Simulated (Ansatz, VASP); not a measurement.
## SiO2 in VASP and in Ansatz

```
Si O
1.0
     4.97170    0.00000    0.00000
     0.00000    4.97170    0.00000
     0.00000    0.00000    6.92230
Si O
4 8
Direct
  0.30028 0.30028 0.00000
  0.19972 0.80028 0.25000
  0.69972 0.69972 0.50000
  0.80028 0.19972 0.75000
  0.23920 0.10440 0.17870
  0.39560 0.73920 0.42870
  0.76080 0.89560 0.67870
  0.60440 0.26080 0.92870
  0.73920 0.39560 0.57130
  0.89560 0.76080 0.32130
  0.26080 0.60440 0.07130
  0.10440 0.23920 0.82130
```

Alike in both runs: task relaxation of cell and atoms; functional PBE; k mesh 6 × 6 × 4; occupations gaussian, width 0.02 eV; no spin polarisation.

```csv
,VASP,Ansatz
version,VASP 6.6.1,Ansatz 0.2.0
potentials or method,"VASP PAW PBE potentials, release 64 (Si, O), cutoff 600 eV","scalar-relativistic, plane waves, PAW"
valence electrons in the cell,64,64
```

VASP gave:

```
gap on the k mesh at the Fermi level, each at its own relaxed structure (eV)  : 5.52
relaxed volume (Å³/atom)                                                      : 15.25
relaxed length of the cell vector where the two differ most in proportion (Å) : 7.087
```

Problem. Estimate Ansatz's values.

Solution. gap on the k mesh at the Fermi level, each at its own relaxed structure (eV): 5.52; relaxed volume (Å³/atom): 15.25; relaxed length of the cell vector where the two differ most in proportion (Å): 7.091.
